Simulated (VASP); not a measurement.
Sn: single point with PBEsol

Sn:

```
Sn
1.0
    -1.95149    1.95149    1.89465
     1.95149   -1.95149    1.89465
     1.95149    1.95149   -1.89465
Sn
1
Direct
  0.00000 0.00000 0.00000
```

This cell differs from its parent crystal: strain +0.030 along x and y, +0.000 along z.

```yaml
Program: VASP 6.6.1
Task: single point
Functional: PBEsol
Potentials_or_basis: VASP PAW PBE potentials, release 64 (Sn_d)
Cutoff: 520 eV
k_mesh: 18 × 18 × 18
Occupations: gaussian, width 0.15 eV
Spin: no spin polarisation
Dipole_correction: no
Further_INCAR_settings: ALGO = Fast; EDIFF = 1e-06; NBANDS = 13
```

```yaml
Pressure: -4.3 GPa
Band_gap_on_the_k_mesh: zero (bands 7 and 8 overlap by 9.59 eV)
```

Stress tensor (GPa, compression positive):
```
-4.05  0.00  0.00
 0.00 -4.05  0.00
 0.00  0.00 -4.71
```

Levels at points of the mesh, in eV from the Fermi level:
```csv
k point,band 4,band 5,band 6,band 7,band 8,band 9,band 10,band 11
"(0.00, 0.00, 0.00)",-21.31,-21.29,-10.67,7.35,7.35,7.53,11.89,11.90
"(0.50, 0.00, 0.00)",-21.30,-21.23,-6.30,-4.10,3.30,5.05,7.49,7.92
"(0.50, 0.50, 0.00)",-21.31,-21.23,-6.48,-4.17,3.64,5.54,7.91,8.39
"(0.50, 0.50, 0.50)",-21.25,-21.24,-2.85,-0.58,-0.58,-0.05,3.73,4.02
```

It took 120 s on 1 thread of Intel(R) Xeon(R) 6975P-C (Granite Rapids), with other jobs on the host, peak memory 0.28 GiB.

Caveat: the cell differs from its parent crystal (strain +0.030 along x and y, +0.000 along z); the cell stands under tension; the PAW data sets were made with another functional, which shifts forces and pressure a little; spin-orbit coupling is left out, which moves the levels of the heavy elements.
